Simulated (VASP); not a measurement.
Wanted: the native input for a VASP 6.6.1 run.

| Item | Value |
| --- | --- |
| Task | relaxation of cell and atoms |
| Functional | PBE |
| Potentials or basis | VASP PAW PBE potentials, release 64 (Cu) |
| Cutoff | 600 eV |
| k mesh | 19 × 19 × 19 |
| Occupations | fermi-dirac, width 0.05 eV |
| Spin | no spin polarisation |
| Target pressure | 60 GPa |
| Dipole correction | no |
| Further INCAR settings | ALGO = Normal; EDIFF = 1e-06; IBRION = 2; EDIFFG = -0.005; NSW = 60; ISIF = 3 |

The structure of Cu lies in POSCAR:

```
Cu
1.0
   -2.0600119537      2.0600119537      1.1330065745
    2.0600119537     -2.0600119537      1.1330065745
    2.0600119537      2.0600119537     -1.1330065745
Cu
2
Direct
   -0.3750000000     -0.1250000000     -0.2500000000
    0.3750000000      0.1250000000      0.2500000000
```

These files were run (other wordings do the same):

INCAR

```
SYSTEM = Cu
PREC = Accurate
ENCUT = 600
EDIFF = 1E-6
ISMEAR = -1
SIGMA = 0.05
LREAL = .False.
LASPH = .True.
NELM = 80
ALGO = Normal
ISIF = 3
LWAVE = .False.
LCHARG = .False.
GGA = PE
IBRION = 2
NSW = 60
EDIFFG = -0.005
PSTRESS = 600.0
```

KPOINTS

```
regular mesh
0
Gamma
  19 19 19
  0 0 0
```

Potentials or basis: VASP PAW PBE potentials, release 64 (Cu).

Launch:

```console
$ cat potpaw_PBE.64/Cu/POTCAR > POTCAR
$ mpirun -np 1 vasp_std > vasp.out
```

Results of the run:

```
Relaxed volume                                         : 10.09 Å³/atom
Relaxed cell                                           : a = 3.199 Å, b = 3.199 Å, c = 3.199 Å, α = 97.11°, β = 97.11°, γ = 138.81°
Space group after relaxing (to 0.05 Å)                 : I4_1/amd (No. 141)
Energy change on relaxing (the enthalpy is what falls) : -219.4 meV/atom
Ionic steps                                            : 6
Pressure after relaxing                                : 60.1 GPa
Band gap on the k mesh                                 : zero (band 11 reaches 13.47 eV, above the bottom of band 12 at 7.59 eV)
```

Caveat: the cell is relaxed towards a set pressure, so the enthalpy falls and the energy may rise.

Run time: 7.9 min on 1 thread of Intel(R) Xeon(R) Platinum 8488C (Sapphire Rapids), on a shared host, peak memory 0.32 GiB.
